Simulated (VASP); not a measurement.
Ru: single point with PBE

Ru:

```
Ru
1.0
     2.72000    0.00000    0.00000
    -1.36000    2.35559    0.00000
     0.00000    0.00000    4.29677
Ru
2
Direct
  0.33333 0.66667 0.25000
  0.66667 0.33333 0.75000
```

```json
{
 "Program": "VASP 6.6.1",
 "Task": "single point",
 "Functional": "PBE",
 "Potentials or basis": "VASP PAW PBE potentials, release 64 (Ru_pv)",
 "Cutoff": "520 eV",
 "k mesh": "18 × 18 × 10",
 "Occupations": "gaussian, width 0.1 eV",
 "Spin": "no spin polarisation"
}
```

The pressure is -0.1 GPa and the band gap on the k mesh is zero (band 14 reaches 14.05 eV, above the bottom of band 15 at 10.98 eV).

Levels at points of the mesh, in eV from the Fermi level:
```csv
k point,band 12,band 13,band 14,band 15,band 16,band 17
"(0.00, 0.00, 0.00)",-1.86,-1.86,-1.37,-1.37,1.16,1.16
"(0.50, 0.00, 0.00)",-1.77,-1.48,1.39,1.80,1.88,3.99
"(0.00, 0.00, 0.50)",-2.70,-2.65,-2.65,0.54,0.54,0.54
"(0.50, 0.00, 0.50)",-1.03,0.45,0.45,1.64,1.64,3.35
```

It took 40 s on 1 thread of Intel(R) Xeon(R) 6975P-C (Granite Rapids) (shared host), peak memory 0.21 GiB.
